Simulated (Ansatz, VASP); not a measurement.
# Two plane-wave programs on Re

```
Re
1.0
     4.38256    0.00000    0.00000
    -2.19128    3.79541    0.00000
     0.00000    0.00000    2.74099
Re
3
Direct
  0.00000 0.00000 0.00000
  0.33333 0.66667 0.50000
  0.66667 0.33333 0.50000
```

Alike in both runs: functional PBE; k mesh 9 × 9 × 13; occupations fermi-dirac, width 0.08 eV; no spin polarisation.

Ansatz relaxed the structure, and its values are those at the end. VASP's run is a single point on that final structure, the one shown.

```csv
,VASP,Ansatz
version,VASP 6.6.1,Ansatz 0.2.0
potentials or method,"VASP PAW PBE potentials, release 64 (Re_sv_GW)","PAW with Ansatz's default frozen-core files, scalar-relativistic"
plane-wave cutoff (eV),560,420
valence electrons in the cell,45,45
```

```csv
,VASP,Ansatz,Ansatz less VASP
pressure (GPa),-1.5,0.0,+1.47
```

Spin-orbit coupling is off throughout.
